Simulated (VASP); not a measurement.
Crystal: ZnSe.

```
Zn Se
1.0
     0.00000    2.83242    2.83242
     2.83242    0.00000    2.83242
     2.83242    2.83242    0.00000
Zn Se
1 1
Cartesian
  0.0000 0.0000 0.0000
  1.4162 1.4162 1.4162
```

Base run:

| Item | Value |
| --- | --- |
| Program | VASP 6.6.1 |
| Functional | PBE |
| Potentials or basis | VASP PAW PBE potentials, release 64 (Zn, Se) |
| Cutoff | 520 eV |
| k mesh | 8 × 8 × 8 |
| Occupations | fermi-dirac, width 0.02 eV |
| Spin | no spin polarisation |

Its results: band gap on the k mesh 1.30 eV, direct; pressure 2.4 GPa.

Task: The run is repeated on the same cell with these changes: functional from PBE to r2SCAN; occupations from fermi-dirac, width 0.02 eV to gaussian, width 0.01 eV. What comes out?

Result: Band gap on the k mesh 1.87 eV, direct; pressure 0.1 GPa.

Caveats: the PAW data sets were made with another functional, which shifts forces and pressure a little (some runs).

